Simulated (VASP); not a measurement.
**Si4O: single point with PBE+D3(BJ)**

System: Si4O, a slab with vacuum.

```
Si O
1.0
     3.83334    0.00000    0.00000
     0.00000    3.83334    0.00000
     0.00000    0.00000   21.20348
Si O
4 1
Direct
  0.00000 0.50000 0.18865
  0.00000 0.00000 0.25257
  0.50000 0.00000 0.31919
  0.50000 0.50000 0.38218
  0.62500 0.50000 0.48593
```

| Quantity | Value |
| --- | --- |
| Program | VASP 6.6.1 |
| Task | single point |
| Functional | PBE |
| Dispersion | D3(BJ) |
| Potentials or basis | VASP PAW PBE potentials, release 64 (Si, O) |
| Cutoff | 520 eV |
| k mesh | 7 × 7 × 1 |
| Occupations | gaussian, width 0.05 eV |
| Spin | collinear spin, ferromagnetic start |
| Starting moments | [0.0, 0.0, 0.0, 0.0, 2.0] μB |
| Dipole correction | yes |
| Further INCAR settings | ALGO = Normal; EDIFF = 1e-07; NBANDS = 23 |

```yaml
Largest_force: 4.309 eV/Å
Net_moment: 0.89 μB per cell
Site_moments: Si +0.00, -0.01, +0.01, -0.04; O +0.77 μB
Valence_electrons_inside_the_program's_atomic_spheres: Si 1.58, 1.67, 1.52 (each value once); O 4.63
Dispersion_energy_per_atom: -0.197 eV
```

Forces in eV/Å, atoms in the order of the input:
```
Si  -0.027  0.000 -0.130
Si   0.059  0.000  0.344
Si  -0.027  0.000  0.266
Si   0.779  0.000  3.758
O   -0.783  0.000 -4.237
```

Levels at points of the mesh, in eV from the Fermi level:
Spin up:
```tsv
k point	band 8	band 9	band 10	band 11	band 12	band 13	band 14	band 15
(0.00, 0.00, 0.00)	-1.87	-1.15	-0.70	-0.67	1.06	1.33	1.78	2.11
```
Spin down:
| k point | band 6 | band 7 | band 8 | band 9 | band 10 | band 11 | band 12 | band 13 | band 14 | band 15 |
| --- | --- | --- | --- | --- | --- | --- | --- | --- | --- | --- |
| (0.00, 0.00, 0.00) | -2.18 | -1.86 | -0.75 | -0.52 | -0.19 | 0.43 | 1.13 | 1.37 | 1.78 | 2.18 |

Run time: 5.3 min on 1 thread of Intel(R) Xeon(R) 6975P-C (Granite Rapids), with other jobs on the host, peak memory 0.59 GiB.
